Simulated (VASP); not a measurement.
# P (Cmce) in VASP: further runs, part 2 of 2

VASP 6.6.1.

## (3) Single point, PBEsol+D3(BJ)

This run uses another cell than the first one, of 13.58 Å³/atom.

INCAR

```
PREC = Accurate
ENCUT = 520
EDIFF = 1E-7
ISMEAR = 0
SIGMA = 0.1
LREAL = F
LASPH = T
NELM = 80
ALGO = Fast
ISIF = 2
LWAVE = F
LCHARG = T
GGA = PS
IVDW = 12
LELF = T
LVHAR = T
NBANDS = 18
```

KPOINTS

```
Automatic mesh
0
Gamma
  14 14 12
```

POSCAR

```
P
1.0
    1.6751176354     -4.6714176765      0.0000000000
    1.6751176354      4.6714176765      0.0000000000
    0.0000000000      0.0000000000      3.4709227065
P
4
Direct
    0.1176247546      0.8823752454      0.9613508627
    0.6176247546      0.3823752454      0.5386491373
    0.8823752454      0.1176247546      0.0386491373
    0.3823752454      0.6176247546      0.4613508627
```

Potentials or basis: VASP PAW PBE potentials, release 64 (P).

Command:

```bash
$ cat potpaw_PBE.64/P/POTCAR > POTCAR
$ mpirun -np 1 vasp_std > vasp.out
```

OUTCAR:

```text
PREC = Accurate
   ENCUT = 520
   EDIFF = 1E-7
   ISMEAR = 0
   LREAL = F
   LASPH = T
   NELM = 80
   ISIF = 2
   GGA = PS
   IVDW = 12
 IVDW          = 12

 ion  position               nearest neighbor table
   1  0.118  0.882  0.961-   3 2.21   2 2.23   2 2.23   2 2.61   2 2.61
   2  0.618  0.382  0.539-   4 2.21   1 2.23   1 2.23   1 2.61   1 2.61
   3  0.882  0.118  0.039-   1 2.21   4 2.23   4 2.23   4 2.61   4 2.61
   4  0.382  0.618  0.461-   2 2.21   3 2.23   3 2.23   3 2.61   3 2.61

  LATTYP: Found a base centered orthorhombic cell.
 ALAT       =     3.3502352708
 B/A-ratio  =     2.7887102242
 C/A-ratio  =     1.0360235703

  Lattice vectors:

 A1 = (   1.6751176354,  -4.6714176765,   0.0000000000)
 A2 = (   1.6751176354,   4.6714176765,   0.0000000000)
 A3 = (   0.0000000000,   0.0000000000,   3.4709227065)

Analysis of symmetry for initial positions (statically):
=====================================================================
 Subroutine PRICEL returns:
 Original cell was already a primitive cell.

 Routine SETGRP: Setting up the symmetry group for a
 base centered orthorhombic supercell.

[... 175 lines left out ...]

 val. band max:       10.4971492005   @ k =   0.5000   0.4286   0.3333
 cond. band min:      10.5096288285   @ k =  -0.4286   0.4286   0.4167
 fundamental gap:      0.0124796280
 Fermi energy:        10.4992424878

 k-point     1 :       0.0000    0.0000    0.0000
  band No.  band energies     occupation
      1      -6.8046      2.00000
      2      -1.8701      2.00000
      3       1.5511      2.00000
      4       3.0920      2.00000
      5       4.8347      2.00000
      6       5.6873      2.00000
[... 481 lines left out ...]
      5       3.8031      2.00000
      6       6.9506      2.00000
[... 10 lines left out ...]
     17      17.7436      0.00000
     18      18.8387      0.00000

 [... further k-points ...]

------------------------ aborting loop because EDIFF is reached ----------------------------------------

 Edisp (eV)   -1.67222

 E8    (eV) :    -0.9930

  FORCE on cell =-STRESS in cart. coord.  units (eV):
  Direction    XX          YY          ZZ          XY          YZ          ZX
  --------------------------------------------------------------------------------------
  -------------------------------------------------------------------------------------
  Total       3.43926     3.36965     3.43586     0.00000    -0.00000     0.00000
  in kB     101.43936    99.38616   101.33901     0.00000    -0.00000     0.00000
  external pressure =      100.72 kB  Pullay stress =        0.00 kB

 VOLUME and BASIS-vectors are now :
 -----------------------------------------------------------------------------
  energy-cutoff  :      520.00
  volume of cell :       54.32
      direct lattice vectors                 reciprocal lattice vectors
     1.675117635 -4.671417676  0.000000000     0.298486500 -0.107033889  0.000000000
     1.675117635  4.671417676  0.000000000     0.298486500  0.107033889  0.000000000
     0.000000000  0.000000000  3.470922707     0.000000000  0.000000000  0.288107827

 POSITION                                       TOTAL-FORCE (eV/Angst)
 -----------------------------------------------------------------------------------
      1.67512      3.57247      3.33677         0.000000      0.031933     -0.033233
      1.67512     -1.09895      1.86961         0.000000      0.031933      0.033233
      1.67512     -3.57247      0.13415         0.000000     -0.031933      0.033233
      1.67512      1.09895      1.60131         0.000000     -0.031933     -0.033233
 -----------------------------------------------------------------------------------
    total drift:                                0.000000      0.000000     -0.000000

  FREE ENERGIE OF THE ION-ELECTRON SYSTEM (eV)
  ---------------------------------------------------
  free  energy   TOTEN  =       -24.1222836851 eV

  energy  without entropy=      -24.1172287006  energy(sigma->0) =      -24.11975619
```

OSZICAR:

```text
N       E                     dE             d eps       ncg     rms          rms(c)
DAV:   1     0.488118837552E+02    0.48812E+02   -0.88217E+03 14364   0.984E+02
DAV:   2    -0.197000387204E+02   -0.68512E+02   -0.65968E+02 19018   0.155E+02
DAV:   3    -0.225707826182E+02   -0.28707E+01   -0.28291E+01 19156   0.298E+01
DAV:   4    -0.225929476492E+02   -0.22165E-01   -0.22124E-01 18720   0.311E+00
DAV:   5    -0.225931215654E+02   -0.17392E-03   -0.17388E-03 18628   0.266E-01    0.116E+01
RMM:   6    -0.224916624474E+02    0.10146E+00   -0.49431E-02 14714   0.966E-01    0.690E+00
RMM:   7    -0.224513741523E+02    0.40288E-01   -0.71263E-02 15528   0.131E+00    0.228E-01
RMM:   8    -0.224500382097E+02    0.13359E-02   -0.67274E-03 15816   0.553E-01    0.102E-01
RMM:   9    -0.224500592603E+02   -0.21051E-04   -0.69975E-04 17244   0.183E-01    0.689E-02
RMM:  10    -0.224500679365E+02   -0.86763E-05   -0.91931E-05 17267   0.610E-02    0.409E-02
RMM:  11    -0.224500661648E+02    0.17718E-05   -0.25404E-05 17808   0.301E-02    0.151E-02
RMM:  12    -0.224500666530E+02   -0.48825E-06   -0.51561E-06 17833   0.139E-02    0.379E-03
RMM:  13    -0.224500667599E+02   -0.10692E-06   -0.10006E-06 17038   0.593E-03    0.170E-03
RMM:  14    -0.224500668009E+02   -0.40933E-07   -0.25453E-07 12699   0.279E-03
   1 F= -.24122284E+02 E0= -.24119756E+02  d E =-.505498E-02
```

stdout:

```text
POSCAR found type information on POSCAR P
 POSCAR found :  1 types and       4 ions
 scaLAPACK will be used
 -----------------------------------------------------------------------------
|                                                                             |
|                                                                             |
|     You enforced a specific xc type in the INCAR file but a different       |
|     I HOPE YOU KNOW WHAT YOU ARE DOING!                                     |
|                                                                             |
 -----------------------------------------------------------------------------

 LDA part: xc-table for (Slater+PW92), standard interpolation
 POSCAR, INCAR and KPOINTS ok, starting setup
 FFT: planning ... GRIDC
 FFT: planning ... GRID_SOFT
 FFT: planning ... GRID
 WAVECAR not read
 entering main loop
```

It took 12 min on 1 thread of Oxide Virtual Turin-like, shared host; peak memory 0.37 GiB.

What came out:

* Free energy: -24.1223 eV
* Pressure: 10.1 GPa
* Largest force: 0.046 eV/Å
* Band gap on the k mesh: zero (bands 10 and 11 overlap by 1.57 eV)
* Dispersion energy per atom: -0.418 eV

Forces on the atoms (eV/Å):
```
P    0.000  0.032 -0.033
P    0.000  0.032  0.033
P    0.000 -0.032  0.033
P    0.000 -0.032 -0.033
```

Caveat: the cell stands under pressure; the PAW data sets were made with another functional, which shifts forces and pressure a little.

## (4) Single point, PBEsol+D3(BJ)

This run uses another cell than the first one, of 14.43 Å³/atom.

INCAR

```
SYSTEM = P
PREC     = Accurate       ! precision mode
ENCUT    = 520            ! plane-wave cutoff, eV
EDIFF    = 1E-6           ! SCF threshold, eV
ISMEAR   = 0              ! smearing method
SIGMA    = 0.1            ! smearing width, eV
LREAL    = .FALSE.        ! projectors in reciprocal space
LASPH    = .TRUE.         ! aspherical terms in the spheres
NELM     = 60             ! most SCF steps
ALGO     = Fast           ! electronic algorithm
ISIF     = 2              ! what is computed and relaxed
LWAVE    = .FALSE.        ! write WAVECAR
LCHARG   = .TRUE.         ! write CHGCAR
GGA      = PS             ! functional
IVDW     = 12             ! dispersion correction
LELF     = .TRUE.         ! ELF
LVHAR    = .TRUE.       
NBANDS   = 18             ! bands
```

KPOINTS

```
Automatic mesh
0
G
  14 14 12
  0 0 0
```

POSCAR

```
P
1.0
    1.6886249353     -4.7668842008      0.0000000000
    1.6886249353      4.7668842008      0.0000000000
    0.0000000000      0.0000000000      3.5862078056
P
4
Direct
    0.1154065942      0.8845934058      0.9535979976
    0.6154065942      0.3845934058      0.5464020024
    0.8845934058      0.1154065942      0.0464020024
    0.3845934058      0.6154065942      0.4535979976
```

Command:

```bash
$ cat potpaw_PBE.64/P/POTCAR > POTCAR
$ mpirun -np 1 vasp_std > vasp.out
```

Wall time 12 min (1 thread of Oxide Virtual Turin-like, shared host); peak memory 0.38 GiB.

Results (log left out):

```yaml
Free_energy: -24.2894 eV
Pressure: 5.1 GPa
Largest_force: 0.046 eV/Å
Band_gap_on_the_k_mesh: zero (bands 10 and 11 overlap by 1.33 eV)
Dispersion_energy_per_atom: -0.393 eV
```

Forces in eV/Å, atoms in the order of the input:
```
P    0.000  0.033 -0.031
P    0.000  0.033  0.031
P    0.000 -0.033  0.031
P    0.000 -0.033 -0.031
```

Stress tensor (GPa, compression positive):
```
5.11 0.00 0.00
0.00 4.90 0.00
0.00 0.00 5.14
```

Levels at points of the mesh, in eV from the Fermi level:
| k point | band 6 | band 7 | band 8 | band 9 | band 10 | band 11 | band 12 | band 13 | band 14 | band 15 |
| --- | --- | --- | --- | --- | --- | --- | --- | --- | --- | --- |
| (0.00, 0.00, 0.00) | -4.69 | -3.56 | -3.00 | -2.24 | -0.96 | 1.66 | 2.09 | 2.71 | 5.12 | 6.46 |
| (0.50, 0.00, 0.00) | -4.48 | -2.45 | -2.45 | -1.94 | -1.94 | 0.45 | 0.45 | 1.91 | 1.91 | 4.35 |
| (0.50, 0.50, 0.00) | -4.92 | -3.79 | -2.43 | -2.19 | -1.25 | -0.36 | 1.56 | 2.88 | 4.49 | 5.02 |
| (0.00, 0.00, 0.50) | -6.01 | -2.95 | -2.95 | -0.19 | -0.19 | 0.62 | 0.62 | 1.17 | 1.17 | 7.19 |
| (0.50, 0.00, 0.50) | -7.05 | -6.50 | -6.50 | -2.29 | -2.29 | 1.34 | 1.34 | 7.04 | 7.04 | 7.77 |
| (0.50, 0.50, 0.50) | -3.25 | -1.96 | -1.96 | -0.71 | -0.71 | 1.07 | 1.07 | 1.78 | 1.78 | 3.77 |

Caveat: the cell stands under pressure; the PAW data sets were made with another functional, which shifts forces and pressure a little.

## (5) The runs side by side

```csv
cell,k mesh,gap on the mesh (eV),pressure (GPa),largest force (eV/Å)
"a = 5.214, b = 5.214, c = 3.653 Å, angles 90.0, 90.0, 141.5°, 4 atoms, atomic positions A",6 × 6 × 4,none,0.0,0.04
"a = 4.963, b = 4.963, c = 3.471 Å, angles 90.0, 90.0, 140.5°, 4 atoms, atomic positions B",14 × 14 × 12,none,10.1,0.05
"a = 5.057, b = 5.057, c = 3.586 Å, angles 90.0, 90.0, 141.0°, 4 atoms, atomic positions C",14 × 14 × 12,none,5.1,0.05
```

Alike in all rows: task single point; level PBEsol+D3(BJ); potentials or basis VASP PAW PBE potentials, release 64 (P); no spin polarisation; cutoff (eV) 520; smearing gaussian 0.1 eV.

Caveats: some runs use coarse meshes; the PAW data sets were made with another functional, which shifts forces and pressure a little; the cell stands under pressure (at least some runs).

Total energies depend on the potentials used, so only differences within one code and one set of settings carry meaning.

The gap in the log of VASP goes by the Fermi energy; the results here count the filled bands.